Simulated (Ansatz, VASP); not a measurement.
**One calculation of TlO3, two programs**

```
CELL_PARAMETERS angstrom
4.66814 0.00000 0.00000
-2.33407 4.04273 0.00000
0.00000 0.00000 5.01451
ATOMIC_POSITIONS crystal
Tl 0.33333 0.66667 0.25000
Tl 0.66667 0.33333 0.75000
O 0.82439 0.64877 0.25000
O 0.17561 0.82439 0.75000
O 0.35123 0.17561 0.25000
O 0.17561 0.35123 0.75000
O 0.82439 0.17561 0.25000
O 0.64877 0.82439 0.75000
```

Alike in both runs: functional PBE; k mesh 12 × 12 × 8; occupations gaussian, width 0.1 eV; no spin polarisation.

Ansatz relaxed the structure, and its values are those at the end. VASP's run is a single point on that final structure, the one shown.

```csv
,VASP,Ansatz
version,VASP 6.6.1,Ansatz 0.2.0
potentials or method,"VASP PAW PBE potentials, release 64 (Tl_d, O), cutoff 520 eV","scalar-relativistic, plane waves, PAW"
valence electrons in the cell,62,62
```

```csv
,VASP,Ansatz,Ansatz less VASP
gap on the k mesh at the Fermi level (eV),none,none,-
pressure (GPa),0.0,0.0,-0.02
```

A gap of «none» marks a metal or a gap that the smearing closes.

Spin-orbit coupling is off throughout.
